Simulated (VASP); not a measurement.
Write the native input for VASP 6.6.1 that does the following.

```
Task                   : single point
Functional             : PBEsol
Potentials or basis    : VASP PAW PBE potentials, release 64 (Au)
Cutoff                 : 520 eV
k mesh                 : 14 × 14 × 14
Occupations            : fermi-dirac, width 0.136057 eV
Spin                   : no spin polarisation
Dipole correction      : no
Further INCAR settings : ALGO = Normal; EDIFF = 1e-07; NBANDS = 12
```

The structure of Au lies in POSCAR:

```
Au
1.0
   -1.6213606919      1.6213606919      1.6213606919
    1.6213606919     -1.6213606919      1.6213606919
    1.6213606919      1.6213606919     -1.6213606919
Au
1
Direct
    0.0000000000      0.0000000000      0.0000000000
```

One way to write it, as run:

INCAR

```
PREC     = Accurate       # precision mode
ENCUT    = 520            # plane-wave cutoff, eV
EDIFF    = 1E-7           # SCF threshold, eV
ISMEAR   = -1             # smearing method
SIGMA    = 0.13605693000000002 # smearing width, eV
LREAL    = False          # projectors in reciprocal space
LASPH    = True           # aspherical terms in the spheres
NELM     = 100            # most SCF steps
ALGO     = Normal         # electronic algorithm
ISIF     = 2              # what is computed and relaxed
LWAVE    = False          # write WAVECAR
LCHARG   = False          # write CHGCAR
GGA      = PS             # functional
NBANDS   = 12             # bands
```

KPOINTS

```
regular mesh
0
Gamma
  14 14 14
```

Potentials or basis: VASP PAW PBE potentials, release 64 (Au).

The run is started by

```sh
$ cat potpaw_PBE.64/Au/POTCAR > POTCAR
$ mpirun -np 1 vasp_std > vasp.out
```

It gave:

- Pressure: -0.3 GPa

Caveat: the PAW data sets were made with another functional, which shifts forces and pressure a little.

It took 41 s on 1 thread of AMD EPYC 7R13, on a shared host, peak memory 0.12 GiB.
